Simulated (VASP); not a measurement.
Write the native input for VASP 6.6.1 that does the following.

```
Task                   : single point
Functional             : PBEsol
Potentials or basis    : VASP PAW PBE potentials, release 64 (Cu)
Cutoff                 : 520 eV
k mesh                 : 16 × 16 × 9
Occupations            : fermi-dirac, width 0.1 eV
Spin                   : no spin polarisation
Dipole correction      : no
Further INCAR settings : ALGO = Normal; EDIFF = 1e-06; NBANDS = 18
```

The structure of Cu lies in POSCAR:

```
Cu
1.0
    2.4135067958      0.0000000000      0.0000000000
   -1.2067533979      2.0901581974      0.0000000000
    0.0000000000      0.0000000000      3.9523371654
Cu
2
Direct
    0.3333333333      0.6666666667      0.2500000000
    0.6666666667      0.3333333333      0.7500000000
```

This cell differs from its parent crystal: volume scaled by 0.88.

One way to write it, as run:

INCAR

```
PREC = Accurate
ENCUT = 520
EDIFF = 1E-6
ISMEAR = -1
SIGMA = 0.1
LREAL = F
LASPH = T
NELM = 100
ALGO = Normal
ISIF = 2
LWAVE = F
LCHARG = F
GGA = PS
NBANDS = 18
```

KPOINTS

```
Automatic mesh
0
Gamma
  16 16 9
```

Potentials or basis: VASP PAW PBE potentials, release 64 (Cu).

The run is started by

```console
$ cat potpaw_PBE.64/Cu/POTCAR > POTCAR
$ mpirun -np 1 vasp_std > vasp.out
```

Results of the run:

- Pressure: 30.0 GPa
- Band gap on the k mesh: zero (band 11 reaches 13.44 eV, above the bottom of band 12 at 7.55 eV)

Caveat: the PAW data sets were made with another functional, which shifts forces and pressure a little.

Wall time 81 s on 1 thread of Intel Xeon 8259CL (shared host), peak memory 0.16 GiB.
